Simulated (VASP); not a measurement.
# ZnSe (rocksalt type) (Fm-3m) in VASP: a series of runs, part 2 of 2

VASP 6.6.1. Earlier steps stand in the parts before.

## 3. Single point, PBEsol

This run uses another cell than the first one, of 18.30 Å³/atom, 1.064 times its volume.

INCAR

```
SYSTEM = ZnSe
  ALGO = Normal
  EDIFF = 1E-6
  ENCUT = 520
  GGA = PS
  ISIF = 2
  ISMEAR = -1
  LASPH = .True.
  LCHARG = .True.
  LELF = .True.
  LREAL = .False.
  LVHAR = .True.
  LWAVE = .False.
  NBANDS = 16
  NELM = 100
  PREC = Accurate
  SIGMA = 0.05
```

KPOINTS

```
k-points
0
Gamma
  15 15 15
  0 0 0
```

POSCAR

```
ZnSe
1.0
    0.0000000000      2.6352675669      2.6352675669
    2.6352675669      0.0000000000      2.6352675669
    2.6352675669      2.6352675669      0.0000000000
Zn Se
1 1
Direct
    0.0000000000      0.0000000000      0.0000000000
    0.5000000000      0.5000000000      0.5000000000
```

Potentials or basis: VASP PAW PBE potentials, release 64 (Zn, Se).

Launch:

```sh
$ cat potpaw_PBE.64/Zn/POTCAR potpaw_PBE.64/Se/POTCAR > POTCAR
$ mpirun -np 1 vasp_std > vasp.out
```

OUTCAR:

```text
SYSTEM = ZnSe
   EDIFF = 1E-6
   ENCUT = 520
   GGA = PS
   ISIF = 2
   ISMEAR = -1
   LASPH = .True.
   LREAL = .False.
   NELM = 100
   PREC = Accurate

 ion  position               nearest neighbor table
   1  0.000  0.000  0.000-   2 2.64   2 2.64   2 2.64   2 2.64   2 2.64   2 2.64
   2  0.500  0.500  0.500-   1 2.64   1 2.64   1 2.64   1 2.64   1 2.64   1 2.64

  LATTYP: Found a face centered cubic cell.
 ALAT       =     5.2705351338

  Lattice vectors:

 A1 = (   0.0000000000,   2.6352675669,   2.6352675669)
 A2 = (   2.6352675669,   0.0000000000,   2.6352675669)
 A3 = (   2.6352675669,   2.6352675669,   0.0000000000)

Analysis of symmetry for initial positions (statically):
=====================================================================
 Subroutine PRICEL returns:
 Original cell was already a primitive cell.

 Routine SETGRP: Setting up the symmetry group for a
 face centered cubic supercell.

 Subroutine GETGRP returns: Found 48 space group operations
 (whereof 48 operations were pure point group operations)
 out of a pool of 48 trial point group operations.

The static configuration has the point symmetry O_h .

Analysis of symmetry for dynamics (positions and initial velocities):
=====================================================================
 Subroutine PRICEL returns:
 Original cell was already a primitive cell.

 Routine SETGRP: Setting up the symmetry group for a
 face centered cubic supercell.

 Subroutine GETGRP returns: Found 48 space group operations
 (whereof 48 operations were pure point group operations)
 out of a pool of 48 trial point group operations.

The dynamic configuration has the point symmetry O_h .

 Subroutine INISYM returns: Found 48 space group operations
 (whereof 48 operations are pure point group operations),
 and found     1 'primitive' translations

----------------------------------------------------------------------------------------

                                     Primitive cell

  volume of cell :      36.6019

  direct lattice vectors                    reciprocal lattice vectors
     0.000000000  2.635267567  2.635267567    -0.189734054  0.189734054  0.189734054
     2.635267567  0.000000000  2.635267567     0.189734054 -0.189734054  0.189734054
     2.635267567  2.635267567  0.000000000     0.189734054  0.189734054 -0.189734054

  length of vectors
     3.726831134  3.726831134  3.726831134     0.328629022  0.328629022  0.328629022

  position of ions in fractional coordinates (direct lattice)
     0.000000000  0.000000000  0.000000000
     0.500000000  0.500000000  0.500000000

  ion indices of the primitive-cell ions
   primitive index   ion index
                 1           1
                 2           2

----------------------------------------------------------------------------------------

 KPOINTS: k-points

Automatic generation of k-mesh.
 Grid dimensions read from file:
 generate k-points for:   15   15   15

 Generating k-lattice:

  Cartesian coordinates                     Fractional coordinates (reciprocal lattice)
    -0.012648937  0.012648937  0.012648937     0.066666667  0.000000000  0.000000000
     0.012648937 -0.012648937  0.012648937     0.000000000  0.066666667  0.000000000
     0.012648937  0.012648937 -0.012648937     0.000000000  0.000000000  0.066666667

  Length of vectors
     0.021908601  0.021908601  0.021908601

  Shift w.r.t. Gamma in fractional coordinates (k-lattice)
     0.000000000  0.000000000  0.000000000

 Subroutine IBZKPT returns following result:
 ===========================================

 Found    120 irreducible k-points:

 Following reciprocal coordinates:
            Coordinates               Weight
  0.000000  0.000000  0.000000      1.000000
  0.066667  0.000000  0.000000      8.000000
  0.133333  0.000000  0.000000      8.000000
  0.200000  0.000000  0.000000      8.000000
  0.266667  0.000000  0.000000      8.000000
  0.333333  0.000000  0.000000      8.000000
[... 16 lines left out ...]
  0.133333  0.133333  0.000000      6.000000
  0.200000  0.133333  0.000000     24.000000
 [... further k-points ...]
   k-points           NKPTS =    120   k-points in BZ     NKDIM =    120   number of bands    NBANDS=     16
   number of dos      NEDOS =    301   number of ions     NIONS =      2
   total plane-waves  NPLWV =  21952
   dimension x,y,z NGX =    28 NGY =   28 NGZ =   28
   dimension x,y,z NGXF=    56 NGYF=   56 NGZF=   56
   ions per type =               1   1
   NGX,Y,Z   is equivalent  to a cutoff of  12.49, 12.49, 12.49 a.u.
   NGXF,Y,Z  is equivalent  to a cutoff of  24.98, 24.98, 24.98 a.u.
 SYSTEM =  ZnSe
   PREC   = accura    normal or accurate (medium, high low for compatibility)
   ISTART =      0    job   : 0-new  1-cont  2-samecut
   ICHARG =      2    charge: 1-file 2-atom 10-const
   ISPIN  =      1    spin polarized calculation?
   LNONCOLLINEAR =      F non collinear calculations
   LSORBIT =      F    spin-orbit coupling
   LASPH  =      T    aspherical Exc in radial PAW
   ENCUT  =  520.0 eV  38.22 Ry    6.18 a.u.   6.93  6.93  6.93*2*pi/ulx,y,z
   NELM   =    100;   NELMIN=  2; NELMDL= -5     # of ELM steps
   EDIFF  = 0.1E-05   stopping-criterion for ELM
   LREAL  =      F    real-space projection
   EDIFFG = 0.1E-04   stopping-criterion for IOM
   NSW    =      0    number of steps for IOM
   IBRION =     -1    ionic relax: 0-MD 1-quasi-New 2-CG
   NFREE  =      0    steps in history (QN), initial steepest desc. (CG)
   ISIF   =      2    stress and relaxation
   ISYM   =      2    0-nonsym 1-usesym 2-fastsym
   POTIM  = 0.5000    time-step for ionic-motion
   TEBEG  =    0.0;   TEEND  =   0.0 temperature during run
   PSTRESS=    0.0 pullay stress
   NELECT =      18.0000    total number of electrons
   NUPDOWN=      -1.0000    fix difference up-down
   EMIN   =  10.00;   EMAX   =-10.00  energy-range for DOS
   EFERMI =   0.00;   METHOD = LEGACY
   ISMEAR =    -1;   SIGMA  =   0.05  broadening in eV -4-tet -1-fermi 0-gaus
   EFERMI_NEDOS =   21; number of points for ismear=-14 and -15
   IALGO  =     38    algorithm
   IMIX   =      4    mixing-type and parameters
     AMIX     =   0.40;   BMIX     =  1.00
     AMIX_MAG =   1.60;   BMIX_MAG =  1.00
  volume/ion in A,a.u.               =      18.30       123.50
  Fermi-wavevector in a.u.,A,eV,Ry     =   1.292204  2.441911 22.718875  1.669790
  Thomas-Fermi vector in A             =   2.423926
   LORBIT       =      0    0 simple, 1 ext, 2 COOP (PROOUT), +10 PAW based schemes
   GGA     = PS    functional components
   LHFCALC =     F    Hartree Fock is set to
   AEXX    =    0.0000 exact exchange contribution
   IVDW    =     0    specifies the selected vdW correction
   LEPSILON=     F    determine dielectric tensor
   LRPA    =     F    only Hartree local field effects (RPA)
 non-spin polarized calculation
  energy-cutoff  :      520.00
  volume of cell :       36.60
 maximum number of plane-waves:      1002
   NGX = 13   NGY = 13   NGZ = 13

 number of electron      18.0000003 magnetization

 Free energy of the ion-electron system (eV)
  ---------------------------------------------------
  ext. energy  EPLUGINS =         0.00000000
  ---------------------------------------------------
  free energy    TOTEN  =        -6.26152837 eV

  energy without entropy =       -6.25639312  energy(sigma->0) =       -6.25896075

 E-fermi :   3.4855     XC(G=0): -10.8375

 val. band max:        3.4701269704   @ k =  -0.3333   0.0667   0.0000
 cond. band min:       3.5168463967   @ k =  -0.4667   0.4000   0.0000
 fundamental gap:      0.0467194263
 Fermi energy:         3.4854797333

 k-point     1 :       0.0000    0.0000    0.0000
  band No.  band energies     occupation
      1     -10.7127      2.00000
      2      -3.1873      2.00000
      3      -3.1873      2.00000
      4      -3.1687      2.00000
      5      -3.1687      2.00000
      6      -3.1687      2.00000
[... 8 lines left out ...]
     15      13.5133      0.00000
     16      13.5133      0.00000
[... 419 lines left out ...]
 k-point    24 :       0.2000    0.1333    0.0000
  band No.  band energies     occupation
      1     -10.2927      2.00000
      2      -3.3536      2.00000
      3      -3.2024      2.00000
      4      -3.1950      2.00000
      5      -3.1418      2.00000
      6      -3.1289      2.00000
[... 8 lines left out ...]
     15      14.9551      0.00000
     16      15.1057      0.00000

 [... further k-points ...]

------------------------ aborting loop because EDIFF is reached ----------------------------------------

  FORCE on cell =-STRESS in cart. coord.  units (eV):
  Direction    XX          YY          ZZ          XY          YZ          ZX
  --------------------------------------------------------------------------------------
  -------------------------------------------------------------------------------------
  Total        0.0685188      0.0685188      0.0685188     -0.0000000      0.0000000     -0.0000000
  in kB        2.9992743      2.9992743      2.9992743     -0.0000000      0.0000000     -0.0000000
  external PRESSURE =       2.9992743 kB  Pullay stress =       0.0000000 kB

 VOLUME and BASIS-vectors are now :
 -----------------------------------------------------------------------------
  energy-cutoff  :      520.00
  volume of cell :       36.60
      direct lattice vectors                 reciprocal lattice vectors
     0.000000000  2.635267567  2.635267567    -0.189734054  0.189734054  0.189734054
     2.635267567  0.000000000  2.635267567     0.189734054 -0.189734054  0.189734054
     2.635267567  2.635267567  0.000000000     0.189734054  0.189734054 -0.189734054

 POSITION                                       TOTAL-FORCE (eV/Angst)
 -----------------------------------------------------------------------------------
      0.00000      0.00000      0.00000        -0.000000     -0.000000     -0.000000
      2.63527      2.63527      2.63527         0.000000      0.000000      0.000000
 -----------------------------------------------------------------------------------
    total drift:                               -0.000000      0.000000      0.000000

  FREE ENERGIE OF THE ION-ELECTRON SYSTEM (eV)
  ---------------------------------------------------
  free  energy   TOTEN  =        -6.2615283713 eV

  energy  without entropy=       -6.2563931196  energy(sigma->0) =       -6.25896075
```

OSZICAR:

```text
N       E                     dE             d eps       ncg     rms          rms(c)
DAV:   1     0.841671490787E+02    0.84167E+02   -0.89201E+03  3848   0.138E+03
DAV:   2    -0.174337927628E+01   -0.85911E+02   -0.80327E+02  4288   0.258E+02
DAV:   3    -0.656425866305E+01   -0.48209E+01   -0.47905E+01  4656   0.586E+01
DAV:   4    -0.659723678658E+01   -0.32978E-01   -0.32974E-01  4512   0.498E+00
DAV:   5    -0.659735880797E+01   -0.12202E-03   -0.12202E-03  4904   0.301E-01    0.475E+00
DAV:   6    -0.628512576488E+01    0.31223E+00   -0.66385E-01  5008   0.266E+01    0.378E+00
DAV:   7    -0.626527271684E+01    0.19853E-01   -0.12834E-01  4744   0.374E+00    0.167E+00
DAV:   8    -0.626188701481E+01    0.33857E-02   -0.38839E-03  5208   0.820E-01    0.427E-01
DAV:   9    -0.626152028918E+01    0.36673E-03   -0.90772E-04  5120   0.320E-01    0.493E-02
DAV:  10    -0.626152603898E+01   -0.57498E-05   -0.76139E-05  4744   0.106E-01    0.257E-02
DAV:  11    -0.626152838942E+01   -0.23504E-05   -0.54369E-06  4992   0.457E-02    0.378E-03
DAV:  12    -0.626152837126E+01    0.18157E-07   -0.79775E-07  2752   0.162E-02
   1 F= -.62615284E+01 E0= -.62589607E+01  d E =-.513525E-02
```

stdout:

```text
POSCAR found type information on POSCAR ZnSe
 POSCAR found :  2 types and       2 ions
 scaLAPACK will be used
 -----------------------------------------------------------------------------
|                                                                             |
|                                                                             |
|     You enforced a specific xc type in the INCAR file but a different       |
|     I HOPE YOU KNOW WHAT YOU ARE DOING!                                     |
|                                                                             |
 -----------------------------------------------------------------------------

 LDA part: xc-table for (Slater+PW92), standard interpolation
 POSCAR, INCAR and KPOINTS ok, starting setup
 FFT: planning ... GRIDC
 FFT: planning ... GRID_SOFT
 FFT: planning ... GRID
 WAVECAR not read
 entering main loop
```

It took 48 s on 1 thread of Intel Xeon 6975P-C, shared host; peak memory 0.21 GiB.

What came out:

- Free energy: -6.2615 eV
- Pressure: 0.3 GPa
- Band gap on the k mesh: zero (band 9 reaches 3.55 eV, above the bottom of band 10 at 2.47 eV)

Caveat: the PAW data sets were made with another functional, which shifts forces and pressure a little.

## 4. Single point, PBEsol (volume scaled by 1, level accurate)

INCAR

```
PREC     = Accurate       # precision mode
ENCUT    = 520            # plane-wave cutoff, eV
EDIFF    = 1E-7           # SCF threshold, eV
ISMEAR   = -1             # smearing method
SIGMA    = 0.05           # smearing width, eV
LREAL    = F              # projectors in reciprocal space
LASPH    = T              # aspherical terms in the spheres
NELM     = 60             # most SCF steps
ALGO     = Normal         # electronic algorithm
ISIF     = 2              # what is computed and relaxed
LWAVE    = F              # write WAVECAR
LCHARG   = F              # write CHGCAR
GGA      = PS             # functional
NBANDS   = 16             # bands
```

KPOINTS

```
Automatic mesh
0
Gamma
  15 15 15
```

POSCAR is that of step 3.

Launch:

```sh
$ cat potpaw_PBE.64/Zn/POTCAR potpaw_PBE.64/Se/POTCAR > POTCAR
$ mpirun -np 1 vasp_std > vasp.out
```

Run time: 51 s. Hardware: 1 thread of Intel Xeon 6975P-C, shared host; peak memory 0.21 GiB.

Results (log left out):

```yaml
Free_energy: -6.2615 eV
Pressure: 0.3 GPa
Band_gap_on_the_k_mesh: zero (band 9 reaches 3.55 eV, above the bottom of band 10 at 2.47 eV)
```

Levels at points of the mesh, in eV from the Fermi level:
| k point | band 6 | band 7 | band 8 | band 9 | band 10 | band 11 | band 12 | band 13 |
| --- | --- | --- | --- | --- | --- | --- | --- | --- |
| (0.00, 0.00, 0.00) | -6.65 | -0.49 | -0.49 | -0.49 | 0.97 | 8.56 | 8.56 | 8.56 |

Caveat: the cell differs from its parent crystal (volume scaled by 1, level accurate); the PAW data sets were made with another functional, which shifts forces and pressure a little.

## 5. Single point, PBEsol

This run uses another cell than the first one, of 11.71 Å³/atom, 0.681 times its volume.

INCAR

```
SYSTEM = ZnSe
PREC = Accurate ; ENCUT = 520
EDIFF = 1E-6 ; ISMEAR = -1
SIGMA = 0.05 ; LREAL = .False.
LASPH = .True. ; NELM = 60
ALGO = Normal ; ISIF = 2
LWAVE = .False. ; LCHARG = .False.
GGA = PS ; NBANDS = 16
```

KPOINTS

```
regular mesh
0
Gamma
  19 19 19
  0 0 0
```

POSCAR

```
ZnSe
1.0
    0.0000000000      2.2710047455      2.2710047455
    2.2710047455      0.0000000000      2.2710047455
    2.2710047455      2.2710047455      0.0000000000
Zn Se
1 1
Direct
    0.0000000000      0.0000000000      0.0000000000
    0.5000000000      0.5000000000      0.5000000000
```

Launch:

```sh
$ cat potpaw_PBE.64/Zn/POTCAR potpaw_PBE.64/Se/POTCAR > POTCAR
$ mpirun -np 1 vasp_std > vasp.out
```

Wall time 36 s (1 thread of Intel Xeon 6975P-C, shared host); peak memory 0.21 GiB.

Results (log left out):

| Quantity | Value |
| --- | --- |
| Free energy | -3.4158 eV |
| Pressure | 104.0 GPa |
| Band gap on the k mesh | zero (band 9 reaches 9.49 eV, above the bottom of band 10 at 8.00 eV) |

Levels at points of the mesh, in eV from the Fermi level:
```
           k point  band 6  band 7  band 8  band 9  band 10  band 11  band 12  band 13
(0.00, 0.00, 0.00)   -8.81   -1.08   -1.08   -1.08     5.14     8.43     8.43     8.43
```

Caveat: the PAW data sets were made with another functional, which shifts forces and pressure a little.

## 6. Relaxation of cell and atoms, PBEsol

This run uses another cell than the first one, of 15.51 Å³/atom, 0.902 times its volume.

INCAR

```
SYSTEM = ZnSe
  ALGO = Normal
  EDIFF = 1E-6
  EDIFFG = -0.005
  ENCUT = 600
  GGA = PS
  IBRION = 2
  ISIF = 3
  ISMEAR = -1
  LASPH = .True.
  LCHARG = .False.
  LREAL = .False.
  LWAVE = .False.
  NELM = 80
  NSW = 60
  PREC = Accurate
  SIGMA = 0.05
```

KPOINTS

```
k-points
0
Gamma
  15 15 15
  0 0 0
```

POSCAR

```
ZnSe
1.0
    0.0000000000      2.4940015978      2.4940015978
    2.4940015978      0.0000000000      2.4940015978
    2.4940015978      2.4940015978      0.0000000000
Zn Se
1 1
Direct
    0.0000000000      0.0000000000      0.0000000000
    0.5000000000      0.5000000000      0.5000000000
```

Potentials or basis: VASP PAW PBE potentials, release 64 (Zn, Se).

Launch:

```sh
$ cat potpaw_PBE.64/Zn/POTCAR potpaw_PBE.64/Se/POTCAR > POTCAR
$ mpirun -np 1 vasp_std > vasp.out
```

Wall time 4.1 min (1 thread of Intel Xeon 6975P-C, shared host); peak memory 0.22 GiB.

Results (log left out):

| Quantity | Value |
| --- | --- |
| Free energy | -6.2607 eV |
| Relaxed volume | 18.37 Å³/atom |
| Relaxed cell | a = 3.731 Å, b = 3.731 Å, c = 3.731 Å, α = 60.00°, β = 60.00°, γ = 60.00° |
| Space group after relaxing (to 0.05 Å) | Fm-3m (No. 225) |
| Energy gained by relaxing | 155.7 meV/atom |
| Ionic steps | 19 |
| Pressure after relaxing | 0.0 GPa |
| Band gap on the k mesh | zero (band 9 reaches 3.51 eV, above the bottom of band 10 at 2.43 eV) |

Step by step:
| step | energy change (eV) | largest force (eV/Å) | pressure (GPa) | volume (Å³) |
| --- | --- | --- | --- | --- |
| 1 | 0.0000 | 0.0000 | 20.43 | 31.03 |
| 2 | -0.2177 | 0.0000 | -6.79 | 40.78 |
| 3 | -0.3115 | 0.0000 | -0.05 | 36.73 |
| 4 | -0.3114 | 0.0000 | 0.26 | 36.61 |
| 5 | -0.3114 | 0.0000 | 0.26 | 36.62 |
| 6 | -0.3114 | 0.0000 | 0.24 | 36.62 |
| 7 | -0.3114 | 0.0000 | 0.26 | 36.62 |
| 8 | -0.3114 | 0.0000 | 0.26 | 36.62 |
| 9 | -0.3114 | 0.0000 | 0.26 | 36.62 |
| 10 | -0.3114 | 0.0000 | 0.25 | 36.62 |
| 11 | -0.3114 | 0.0000 | 0.24 | 36.63 |
| 12 | -0.3114 | 0.0000 | 0.24 | 36.63 |
| 13 | -0.3114 | 0.0000 | 0.22 | 36.63 |
| 14 | -0.3114 | 0.0000 | 0.18 | 36.65 |
| 15 | -0.3114 | 0.0000 | 0.16 | 36.67 |
| 16 | -0.3115 | 0.0000 | 0.09 | 36.71 |
| 17 | -0.3115 | 0.0000 | -0.11 | 36.80 |
| 18 | -0.3115 | 0.0000 | -0.05 | 36.75 |
| 19 | -0.3115 | 0.0000 | 0.04 | 36.74 |

Final structure:
```
CELL_PARAMETERS angstrom
0.00000 2.63854 2.63854
2.63854 0.00000 2.63854
2.63854 2.63854 0.00000
ATOMIC_POSITIONS crystal
Zn 0.00000 0.00000 0.00000
Se 0.50000 0.50000 0.50000
```

Levels at points of the mesh, in eV from the Fermi level:
```
           k point  band 5  band 6  band 7  band 8  band 9  band 10  band 11  band 12  band 13
(0.00, 0.00, 0.00)   -6.64   -6.64   -0.49   -0.49   -0.49     0.95     8.56     8.56     8.56
```

Caveat: the volume moved by over 15 % at a fixed basis, so the end points are rough; the PAW data sets were made with another functional, which shifts forces and pressure a little.

## 7. The runs side by side

| task | cell | k mesh | cutoff (eV) | gap on the mesh (eV) | pressure (GPa) |
| --- | --- | --- | --- | --- | --- |
| single point | a = 3.651 Å, angles 60.0°, 2 atoms | 15 × 15 × 15 | 520 | none | 6.3 |
| single point | a = 3.727 Å, angles 60.0°, 2 atoms | 15 × 15 × 15 | 520 | none | 0.3 |
| single point | a = 3.212 Å, angles 60.0°, 2 atoms | 19 × 19 × 19 | 520 | none | 104.0 |
| relaxation of cell and atoms | relaxed from a = 3.527 Å, angles 60.0°, 2 atoms | 15 × 15 × 15 | 600 | none | 0.0 |

Alike in all rows: level PBEsol; potentials or basis VASP PAW PBE potentials, release 64 (Zn, Se); no spin polarisation; smearing fermi-dirac 0.05 eV.

Caveats: the PAW data sets were made with another functional, which shifts forces and pressure a little; the volume moved by over 15 % at a fixed basis, so the end points are rough (some runs).

Total energies depend on the potentials used, so only differences within one code and one set of settings carry meaning.
